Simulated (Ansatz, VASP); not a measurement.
One calculation of AlIn2As2P, two programs

```
Al In P As
1.0
     5.07253    0.00000    0.00000
     0.00000    5.07253    0.00000
     0.00000    0.00000    5.74068
Al In P As
1 2 1 2
Direct
  0.00000 0.00000 0.50000
  0.50000 0.50000 0.25915
  0.50000 0.50000 0.74085
  0.00000 0.00000 0.00000
  0.00000 0.50000 0.00000
  0.50000 0.00000 0.00000
```

Change from the starting cell: species swapped into the PrSi2Mo2C type (P4/mmm, No. 123).

Alike in both runs: functional PBE; k mesh 8 × 8 × 8; occupations gaussian, width 0.1 eV; no spin polarisation.

Ansatz relaxed the structure, and its values are those at the end. VASP's run is a single point on that final structure, the one shown.

```csv
,VASP,Ansatz
version,VASP 6.6.1,Ansatz 0.2.0
potentials or method,"VASP PAW PBE potentials, release 64 (Al, In_d, P, As), cutoff 520 eV","scalar-relativistic, plane waves, PAW"
valence electrons in the cell,44,64
```

VASP gave:

* gap on the k mesh at the Fermi level (eV): none
* pressure (GPa): 0.0
* rms of the force components (eV/Å): 0.004

Question: Which values does Ansatz return?

Answer: gap on the k mesh at the Fermi level (eV): none; pressure (GPa): 0.0; rms of the force components (eV/Å): 0.002.

A gap of «none» marks a metal or a gap that the smearing closes. VASP's potentials hold 44 valence electrons a cell and Ansatz's 64, so a difference there can come from the potentials and not from the codes.
